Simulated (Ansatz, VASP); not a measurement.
# One calculation of SnO2, two programs

The input INCAR:

```
SYSTEM = SnO2
PREC     = Accurate       ! precision mode
ENCUT    = 520            ! plane-wave cutoff, eV
EDIFF    = 1E-7           ! SCF threshold, eV
ISMEAR   = 0              ! smearing method
SIGMA    = 0.05           ! smearing width, eV
LREAL    = .FALSE.        ! projectors in reciprocal space
LASPH    = .TRUE.         ! aspherical terms in the spheres
NELM     = 80             ! most SCF steps
ALGO     = Normal         ! electronic algorithm
ISIF     = 2              ! what is computed and relaxed
LWAVE    = .FALSE.        ! write WAVECAR
LCHARG   = .TRUE.         ! write CHGCAR
LELF     = .TRUE.         ! ELF
LVHAR    = .TRUE.       
NBANDS   = 35             ! bands
```

Contents of KPOINTS:

```
regular mesh
0
G
  6 6 8
  0 0 0
```

Contents of POSCAR:

```
SnO2
1.0
    4.7976836898      0.0098367263      0.0150600575
    0.0099981610      4.8706663482      0.0910910518
    0.0101938324      0.0606620432      3.2622214154
Sn O
2 4
Direct
    0.5011633646      0.5304447740      0.5484821683
   -0.0133767931     -0.0914667914      0.0106967878
    0.3229484770      0.3237924213     -0.0325973000
    0.7983033982      0.1800714422      0.5102616865
    0.1637260856      0.8282386781      0.5277984363
    0.7272354677      0.7289194757     -0.0646417789
```

Input for Ansatz:

```yaml
crystal:
  lattice:
    - [4.7976836898, 0.0098367263, 0.0150600575]
    - [0.009998161, 4.8706663482, 0.0910910518]
    - [0.0101938324, 0.0606620432, 3.2622214154]
  atoms:
    - { symbol: Sn, position: [0.5011633646, 0.530444774, 0.5484821683] }
    - { symbol: Sn, position: [-0.0133767931, -0.0914667914, 0.0106967878] }
    - { symbol: O, position: [0.322948477, 0.3237924213, -0.0325973] }
    - { symbol: O, position: [0.7983033982, 0.1800714422, 0.5102616865] }
    - { symbol: O, position: [0.1637260856, 0.8282386781, 0.5277984363] }
    - { symbol: O, position: [0.7272354677, 0.7289194757, -0.0646417789] }
basis:
  ecutwfc: 420
kpoints:
  mp_grid: { grid: [6, 6, 8] }
hamiltonian:
  xc: lda
scf:
  occupations: { method: gaussian, width: 0.05 }
output:
  forces: true
  stress: true
  eigenvalues: true
```

Change from the starting cell: all atoms moved at random (sigma 0.22 Å a component), cell strained at random (sigma 0.01).

Alike in both runs: task single point; functional LDA; k mesh 6 × 6 × 8; occupations gaussian, width 0.05 eV; no spin polarisation.

|  | VASP | Ansatz |
| --- | --- | --- |
| version | VASP 6.6.1 | Ansatz 0.2.0 |
| potentials or method | VASP PAW LDA potentials, release 64 (Sn_d, O), cutoff 520 eV | scalar-relativistic, plane waves, PAW |
| valence electrons in the cell | 52 | 52 |

```tsv
	VASP	Ansatz	Ansatz less VASP
gap on the k mesh at the Fermi level (eV)	0.05	0.04	-0.001
least direct gap on the mesh (eV)	0.29	0.30	+0.005
pressure (GPa)	25.9	28.2	+2.30
traceless stress, the component that is largest in VASP (GPa)	38.05	42.04	+3.991
rms of the force components (eV/Å)	7.830	8.621	+0.7902
```

LDA's correlation is that of Perdew and Zunger in VASP and of Perdew and Wang (1992) in Ansatz. Atom by atom the forces differ by 0.852 eV/Å (rms over components).
